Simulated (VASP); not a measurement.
Li2O, 3 atoms in the cell. Symmetry: Fm-3m, No. 225, cubic system. Conventional cell: a = 4.525 Å, b = 4.525 Å, c = 4.525 Å, α = 90.00°, β = 90.00°, γ = 90.00°. Li (site symmetry -43m) has 4 O at 1.96 Å and 6 Li at 2.26 Å within 2.6 Å. O (site symmetry m-3m) has 8 Li at 1.96 Å within 2.6 Å. 

```yaml
Program: VASP 6.6.1
Task: single point
Functional: PBE
Dispersion: D3(BJ)
Potentials_or_basis: VASP PAW PBE potentials, release 64 (Li_sv, O)
Cutoff: 750 eV
k_mesh: 6 × 6 × 6
Occupations: gaussian, width 0.01 eV
Spin: no spin polarisation
Dipole_correction: no
Further_INCAR_settings: ALGO = Normal; EDIFF = 1e-06; NBANDS = 13
```

Potentials or basis: VASP PAW PBE potentials, release 64 (Li_sv, O).

Run with:

```bash
$ cat potpaw_PBE.64/Li_sv/POTCAR potpaw_PBE.64/O/POTCAR > POTCAR
$ mpirun -np 1 vasp_std > vasp.out
```

Hardware: 1 thread of AMD EPYC 7R43 64-Core Processor (Zen 3), with other jobs on the host.

Q: Estimate the wall time of this run.

A: Wall time 9.1 s on 1 thread of AMD EPYC 7R43 64-Core Processor (Zen 3) (shared host), peak memory 0.14 GiB. Counts: scf iterations 13, k points 16.
